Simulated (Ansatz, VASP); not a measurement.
## SnSe in VASP and in Ansatz

INCAR

```
  PREC = Accurate
  ENCUT = 520
  EDIFF = 1E-7
  ISMEAR = 0
  SIGMA = 0.05
  LREAL = F
  LASPH = T
  NELM = 60
  ALGO = Normal
  ISIF = 2
  LWAVE = F
  LCHARG = F
  LDIPOL = T
  IDIPOL = 3
  DIPOL = 0.5 0.5 0.500
  GGA = PE
  NBANDS = 72
  KPAR = 4
```

The input KPOINTS:

```
regular mesh
0
Gamma
  8 6 1
```

The input POSCAR:

```
SnSe
1.0
    4.2862137860      0.0000000000      0.0000000000
    0.0000000000      6.0616216674      0.0000000000
    0.0000000000      0.0000000000     25.7155344650
Sn Se
6 6
Direct
    0.5000000000      0.5000000000      0.2916525033
    0.0000000000      0.0000000000      0.3749915020
    0.5000000000      0.5000000000      0.4583305007
    0.0000000000      0.0000000000      0.5416694993
    0.5000000000      0.5000000000      0.6250084980
    0.0000000000      0.0000000000      0.7083474967
    0.5000000000      0.0000000000      0.2916525033
    0.0000000000      0.5000000000      0.3749915020
    0.5000000000      0.0000000000      0.4583305007
    0.0000000000      0.5000000000      0.5416694993
    0.5000000000      0.0000000000      0.6250084980
    0.0000000000      0.5000000000      0.7083474967
```

Input for Ansatz:

```yaml
crystal:
  lattice:
    - [4.286213786, 0.0, 0.0]
    - [0.0, 6.0616216674, 0.0]
    - [0.0, 0.0, 25.715534465]
  atoms:
    - { symbol: Sn, position: [0.5, 0.5, 0.2916525033] }
    - { symbol: Se, position: [0.5, 0.0, 0.2916525033] }
    - { symbol: Sn, position: [0.0, 0.0, 0.374991502] }
    - { symbol: Se, position: [0.0, 0.5, 0.374991502] }
    - { symbol: Sn, position: [0.5, 0.5, 0.4583305007] }
    - { symbol: Se, position: [0.5, 0.0, 0.4583305007] }
    - { symbol: Sn, position: [0.0, 0.0, 0.5416694993] }
    - { symbol: Se, position: [0.0, 0.5, 0.5416694993] }
    - { symbol: Sn, position: [0.5, 0.5, 0.625008498] }
    - { symbol: Se, position: [0.5, 0.0, 0.625008498] }
    - { symbol: Sn, position: [0.0, 0.0, 0.7083474967] }
    - { symbol: Se, position: [0.0, 0.5, 0.7083474967] }
basis:
  ecutwfc: 420
kpoints:
  mp_grid: { grid: [8, 6, 1] }
hamiltonian:
  xc: pbe
scf:
  occupations: { method: gaussian, width: 0.05 }
output:
  forces: true
  stress: true
  eigenvalues: true
  write_density: true
  write_potential: true
  elf: true
  volumetric_format: npy
efield:
  axis: 3
  dipole_correction: true
  ramp_width: 0.04
```

Alike in both runs: task single point; functional PBE; k mesh 8 × 6 × 1; occupations gaussian, width 0.05 eV; no spin polarisation.

|  | VASP | Ansatz |
| --- | --- | --- |
| version | VASP 6.6.1 | Ansatz 0.2.0 |
| potentials or method | VASP PAW PBE potentials, release 64 (Sn_d, Se), cutoff 520 eV | scalar-relativistic, plane waves, PAW |
| valence electrons in the cell | 120 | 180 |

```csv
,VASP,Ansatz,Ansatz less VASP
gap on the k mesh at the Fermi level (eV),0.33,0.34,+0.003
least direct gap on the mesh (eV),0.33,0.34,+0.003
rms of the force components (eV/Å),0.381,0.383,+0.0021
```

With one functional, cell and mesh, what is left measures potentials, basis and numerics. VASP's potentials hold 120 valence electrons a cell and Ansatz's 180, so a difference there can come from the potentials and not from the codes. Ansatz's warnings: xc potential rough in thin density.
